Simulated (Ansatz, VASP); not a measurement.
## Cu2Ni3: VASP beside Ansatz

The input INCAR:

```
SYSTEM = Cu2Ni3
PREC = Accurate
ENCUT = 520
EDIFF = 1E-6
ISMEAR = 0
SIGMA = 0.1
LREAL = .False.
LASPH = .True.
NELM = 150
ALGO = Normal
ISIF = 2
LWAVE = .False.
LCHARG = .False.
ISPIN = 2
MAGMOM = 0 0 2 2 2
LORBIT = 11
LMAXMIX = 4
GGA = PE
NBANDS = 38
```

Contents of KPOINTS:

```
Automatic mesh
0
Gamma
  6 6 6
  0 0 0
```

The input POSCAR:

```
Cu2Ni3
1.0
    1.2534051400      0.7236538000     10.2340101500
   -1.2534051400      0.7236538000     10.2340101500
    0.0000000000     -1.4473075900     10.2340101500
Cu Ni
2 3
Direct
    0.1000000000      0.1000000000      0.1000000000
    0.9000000000      0.9000000000      0.9000000000
    0.7000000000      0.7000000000      0.7000000000
    0.3000000000      0.3000000000      0.3000000000
    0.5000000000      0.5000000000      0.5000000000
```

Input for Ansatz:

```yaml
crystal:
  lattice:
    - [1.25340514, 0.7236538, 10.23401015]
    - [-1.25340514, 0.7236538, 10.23401015]
    - [0.0, -1.44730759, 10.23401015]
  atoms:
    - { symbol: Cu, position: [0.1, 0.1, 0.1] }
    - { symbol: Cu, position: [0.9, 0.9, 0.9] }
    - { symbol: Ni, position: [0.7, 0.7, 0.7], spin: 2.0 }
    - { symbol: Ni, position: [0.3, 0.3, 0.3], spin: 2.0 }
    - { symbol: Ni, position: [0.5, 0.5, 0.5], spin: 2.0 }
basis:
  ecutwfc: 420
kpoints:
  mp_grid: { grid: [6, 6, 6] }
hamiltonian:
  xc: pbe
scf:
  occupations: { method: gaussian, width: 0.1 }
  lower_state_search: "off"
output:
  forces: true
  stress: true
  eigenvalues: true
  populations: true
magnetization:
  spin_polarized: true
```

Alike in both runs: task single point; functional PBE; k mesh 6 × 6 × 6; occupations gaussian, width 0.1 eV; collinear spin.

```csv
,VASP,Ansatz
version,VASP 6.6.1,Ansatz 0.2.0
potentials or method,"VASP PAW PBE potentials, release 64 (Cu, Ni), cutoff 520 eV","scalar-relativistic, plane waves, PAW"
valence electrons in the cell,52,92
```

VASP gave:

| Item | Value |
| --- | --- |
| gap on the k mesh at the Fermi level (eV) | none |
| pressure (GPa) | 1.4 |
| traceless stress, the component that is largest in VASP (GPa) | 1.06 |
| rms of the force components (eV/Å) | 0.153 |
| net moment per atom (μB) | 0.20 |
| size of the moment on the site where the two differ most (μB) | 0.49 |

Q: Which values does Ansatz return?

A: gap on the k mesh at the Fermi level (eV): none; pressure (GPa): 1.2; traceless stress, the component that is largest in VASP (GPa): 1.02; rms of the force components (eV/Å): 0.153; net moment per atom (μB): 0.21; size of the moment on the site where the two differ most (μB): 0.52.

Site moments also hang on the region over which each program counts them. Atom by atom the forces differ by 0.001 eV/Å (rms over components). A gap of «none» marks a metal or a gap that the smearing closes. VASP's potentials hold 52 valence electrons a cell and Ansatz's 92, so a difference there can come from the potentials and not from the codes.

The k mesh is coarse, so the values compare programs but aren't converged.
